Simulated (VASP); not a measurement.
# ZnW3 (Pm-3m) in VASP: notebook, part 3 of 3

VASP 6.6.1. The steps go on from the part before.

## (5) Single point, PBE

This run uses another cell than the first one, of 15.53 Å³/atom, 1.023 times its volume.

INCAR

```
ALGO = Fast
EDIFF = 1E-6
ENCUT = 520
GGA = PE
ISIF = 2
ISMEAR = 0
LASPH = True
LCHARG = True
LELF = True
LREAL = False
LVHAR = True
LWAVE = False
NBANDS = 35
NELM = 100
PREC = Accurate
SIGMA = 0.1
```

KPOINTS

```
k-points
0
Gamma
  12 12 12
```

POSCAR

```
ZnW3
1.0
    3.9601087899      0.0000000000      0.0000000000
    0.0000000000      3.9601087899      0.0000000000
    0.0000000000      0.0000000000      3.9601087899
Zn W
1 3
Direct
    0.0000000000      0.0000000000      0.0000000000
    0.0000000000      0.5000000000      0.5000000000
    0.5000000000      0.0000000000      0.5000000000
    0.5000000000      0.5000000000      0.0000000000
```

Launch:

```bash
> cat potpaw_PBE.64/Zn/POTCAR potpaw_PBE.64/W_sv/POTCAR > POTCAR
> mpirun -np 1 vasp_std > vasp.out
```

Wall time 3.4 min (1 thread of Intel Xeon Platinum 8259CL at 2.50GHz (Skylake/Cascade Lake), shared host); peak memory 0.28 GiB.

The run converged. Its results:

```
Free energy            : -38.7339 eV
Pressure               : 0.7 GPa
Band gap on the k mesh : zero (band 27 reaches 10.72 eV, above the bottom of band 28 at 8.77 eV)
```

Levels at points of the mesh, in eV from the Fermi level:
| k point | band 23 | band 24 | band 25 | band 26 | band 27 | band 28 | band 29 | band 30 | band 31 | band 32 |
| --- | --- | --- | --- | --- | --- | --- | --- | --- | --- | --- |
| (0.00, 0.00, 0.00) | -3.50 | -3.50 | 1.33 | 1.33 | 1.33 | 1.40 | 1.40 | 1.40 | 3.45 | 3.45 |
| (0.50, 0.00, 0.00) | -3.01 | -1.54 | -0.89 | -0.89 | -0.49 | 0.26 | 0.28 | 1.24 | 1.24 | 1.29 |
| (0.50, 0.50, 0.00) | -2.41 | -2.41 | -2.40 | -0.69 | -0.69 | 0.60 | 0.60 | 0.62 | 0.73 | 2.05 |
| (0.50, 0.50, 0.50) | -1.14 | -1.14 | -1.00 | -1.00 | -1.00 | 0.65 | 0.97 | 0.97 | 0.97 | 2.28 |

Caveat: spin-orbit coupling is left out, which moves the levels of the heavy elements.

## (6) Relaxation of cell and atoms, PBE

This run uses another cell than the first one, of 15.55 Å³/atom, 1.025 times its volume.

INCAR

```
  PREC = Accurate
  ENCUT = 600
  EDIFF = 1E-7
  ISMEAR = 0
  SIGMA = 0.1
  LREAL = False
  LASPH = True
  NELM = 80
  ALGO = Fast
  ISIF = 3
  LWAVE = False
  LCHARG = False
  GGA = PE
  IBRION = 2
  NSW = 100
  EDIFFG = -0.01
```

KPOINTS

```
Automatic mesh
0
Gamma
  12 12 12
```

POSCAR

```
ZnW3
1.0
    3.9621698999      0.0000000000      0.0000000000
    0.0000000000      3.9621698999      0.0000000000
    0.0000000000      0.0000000000      3.9621698999
Zn W
1 3
Direct
    0.0000000000      0.0000000000      0.0000000000
    0.0000000000      0.5000000000      0.5000000000
    0.5000000000      0.0000000000      0.5000000000
    0.5000000000      0.5000000000      0.0000000000
```

Potentials or basis: VASP PAW PBE potentials, release 64 (Zn, W_sv).

Launch:

```bash
> cat potpaw_PBE.64/Zn/POTCAR potpaw_PBE.64/W_sv/POTCAR > POTCAR
> mpirun -np 1 vasp_std > vasp.out
```

OUTCAR:

```text
PREC = Accurate
   ENCUT = 600
   EDIFF = 1E-7
   ISMEAR = 0
   LREAL = False
   LASPH = True
   NELM = 80
   ISIF = 3
   GGA = PE
   IBRION = 2
   NSW = 100
   EDIFFG = -0.01

 ion  position               nearest neighbor table
   1  0.000  0.000  0.000-   2 2.80   3 2.80   4 2.80   2 2.80   3 2.80   2 2.80   4 2.80   2 2.80
                             3 2.80   4 2.80   3 2.80   4 2.80
   2  0.000  0.500  0.500-   1 2.80   3 2.80   4 2.80   1 2.80   4 2.80   1 2.80   3 2.80   1 2.80
                             3 2.80   4 2.80   4 2.80   3 2.80
   3  0.500  0.000  0.500-   1 2.80   2 2.80   4 2.80   1 2.80   4 2.80   2 2.80   4 2.80   4 2.80
                             1 2.80   2 2.80   1 2.80   2 2.80
   4  0.500  0.500  0.000-   1 2.80   2 2.80   3 2.80   2 2.80   3 2.80   1 2.80   3 2.80   3 2.80
                             1 2.80   2 2.80   2 2.80   1 2.80

  LATTYP: Found a simple cubic cell.
[... 266 lines left out ...]

 Free energy of the ion-electron system (eV)
  ---------------------------------------------------
  ext. energy  EPLUGINS =         0.00000000
  ---------------------------------------------------
  free energy    TOTEN  =       -38.73426872 eV

  energy without entropy =      -38.72484840  energy(sigma->0) =      -38.72955856

 E-fermi :   9.3589     XC(G=0): -13.2155

 val. band max:        9.3509190208   @ k =   0.5000   0.1667   0.0000
 cond. band min:       9.3600147671   @ k =   0.5000   0.0833   0.0833
 fundamental gap:      0.0090957463
 Fermi energy:         9.3588927159

 k-point     1 :       0.0000    0.0000    0.0000
  band No.  band energies     occupation
      1     -64.6903      2.00000
      2     -64.5578      2.00000
      3     -64.5578      2.00000
      4     -29.2935      2.00000
      5     -29.2935      2.00000
      6     -29.2935      2.00000
[... 829 lines left out ...]
     31      11.1188      0.00000
     32      11.5231      0.00000

 [... further k-points ...]
[... 5 lines left out ...]
  --------------------------------------------------------------------------------------
  -------------------------------------------------------------------------------------
  Total       -0.0005625     -0.0005625     -0.0005625      0.0000000     -0.0000000      0.0000000
  in kB       -0.0144734     -0.0144734     -0.0144734      0.0000000     -0.0000000      0.0000000
  external PRESSURE =      -0.0144734 kB  Pullay stress =       0.0000000 kB
[... 19 lines left out ...]
  FREE ENERGIE OF THE ION-ELECTRON SYSTEM (eV)
  ---------------------------------------------------
  free  energy   TOTEN  =       -38.7342687245 eV

  energy  without entropy=      -38.7248483966  energy(sigma->0) =      -38.72955856

 reached required accuracy - stopping structural energy minimisation
```

Run time: 7.2 min. Hardware: 1 thread of Intel Xeon Platinum 8259CL at 2.50GHz (Skylake/Cascade Lake), shared host; peak memory 0.31 GiB.

What came out:

```yaml
Free_energy: -38.7343 eV
Relaxed_volume: 15.57 Å³/atom
Relaxed_cell: a = 3.963 Å, b = 3.963 Å, c = 3.963 Å, α = 90.00°, β = 90.00°, γ = 90.00°
Space_group_after_relaxing_to_0.05_Å: Pm-3m (No. 221)
Energy_gained_by_relaxing: 0.0 meV/atom
Ionic_steps: 3
Pressure_after_relaxing: 0.0 GPa
Band_gap_on_the_k_mesh: zero (band 27 reaches 10.69 eV, above the bottom of band 28 at 8.74 eV)
```

Final structure:
```cif
data_structure
_symmetry_space_group_name_H-M 'P 1'
_symmetry_Int_Tables_number 1
_cell_length_a 3.9635
_cell_length_b 3.9635
_cell_length_c 3.9635
_cell_angle_alpha 90.000
_cell_angle_beta 90.000
_cell_angle_gamma 90.000
_cell_volume 62.26
loop_
_atom_site_label
_atom_site_type_symbol
_atom_site_fract_x
_atom_site_fract_y
_atom_site_fract_z
_atom_site_occupancy
Zn1 Zn 0.00000 0.00000 0.00000 1
W1 W 0.00000 0.50000 0.50000 1
W2 W 0.50000 0.00000 0.50000 1
W3 W 0.50000 0.50000 0.00000 1
```

Levels at points of the mesh, in eV from the Fermi level:
```csv
k point,band 23,band 24,band 25,band 26,band 27,band 28,band 29,band 30,band 31,band 32
"(0.00, 0.00, 0.00)",-3.49,-3.49,1.33,1.33,1.33,1.40,1.40,1.40,3.44,3.44
"(0.50, 0.00, 0.00)",-3.00,-1.53,-0.89,-0.89,-0.48,0.26,0.28,1.23,1.23,1.28
"(0.50, 0.50, 0.00)",-2.40,-2.40,-2.39,-0.69,-0.69,0.60,0.60,0.62,0.73,2.04
"(0.50, 0.50, 0.50)",-1.14,-1.14,-1.00,-1.00,-1.00,0.64,0.97,0.97,0.97,2.27
```

Caveat: spin-orbit coupling is left out, which moves the levels of the heavy elements.

## (7) The runs side by side

| task | cell | k mesh | cutoff (eV) | gap on the mesh (eV) | pressure (GPa) | relaxed volume (Å³/atom) |
| --- | --- | --- | --- | --- | --- | --- |
| single point | a = 3.930 Å, 4 atoms | 4 × 4 × 4 | 520 | none | 6.6 | - |
| single point | a = 3.962 Å, 4 atoms | 4 × 4 × 4 | 520 | none | 0.2 | - |
| relaxation of cell and atoms | relaxed from a = 3.930 Å, 4 atoms | 4 × 4 × 4 | 600 | none | -0.1 | 15.57 |
| single point | a = 3.960 Å, 4 atoms | 12 × 12 × 12 | 520 | none | 0.7 | - |
| relaxation of cell and atoms | relaxed from a = 3.962 Å, 4 atoms | 12 × 12 × 12 | 600 | none | 0.0 | 15.57 |

Alike in all rows: level PBE; potentials or basis VASP PAW PBE potentials, release 64 (Zn, W_sv); no spin polarisation; smearing gaussian 0.1 eV.

Caveats: some runs use coarse meshes; spin-orbit coupling is left out, which moves the levels of the heavy elements.

Absolute energies hang on the potentials; compare differences alone.
